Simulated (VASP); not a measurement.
Here is a VASP 6.6.1 calculation.

POSCAR

```
SrO
1.0
    0.0000000000      2.5872647066      2.5872647066
    2.5872647066      0.0000000000      2.5872647066
    2.5872647066      2.5872647066      0.0000000000
Sr O
1 1
Direct
    0.5000000000      0.5000000000      0.5000000000
    0.0000000000      0.0000000000      0.0000000000
```

The input INCAR.step1:

```
SYSTEM = SrO
PREC = Accurate
ENCUT = 520
ISMEAR = 0
SIGMA = 0.05
LREAL = .FALSE.
LASPH = .TRUE.
NELM = 80
NBANDS = 15
GGA = PE
ALGO = Normal
EDIFF = 1E-4
LWAVE = .TRUE.
LCHARG = .FALSE.
```

INCAR.step2

```
SYSTEM = SrO
PREC = Accurate
ENCUT = 520
EDIFF = 1E-7
ISMEAR = 0
SIGMA = 0.05
LREAL = .FALSE.
LASPH = .TRUE.
NELM = 80
ALGO = Normal
ISIF = 2
LWAVE = .FALSE.
LCHARG = .FALSE.
METAGGA = R2SCAN
LMIXTAU = .TRUE.
LUSE_VDW = .TRUE.
IVDW_NL = 2
BPARAM = 11.95
CPARAM = 0.0093
NBANDS = 15
ISTART = 1
```

KPOINTS

```
Automatic mesh
0
G
  8 8 8
  0 0 0
```

Potentials or basis: VASP PAW PBE potentials, release 64 (Sr_sv, O).

Run with:

```console
$ cat potpaw_PBE.64/Sr_sv/POTCAR potpaw_PBE.64/O/POTCAR > POTCAR
$ cp INCAR.step1 INCAR
$ mpirun -np 1 vasp_std > vasp.out
$ cp INCAR.step2 INCAR
$ mpirun -np 1 vasp_std > vasp.out
```

Task: Predict the band gap on the k mesh.

Result: 3.71 eV, indirect (least direct gap 3.80 eV).

Task: Estimate the pressure.

Result: -1.2 GPa.

Caveat: the PAW data sets were made with another functional, which shifts forces and pressure a little. A k mesh can miss the band edges.
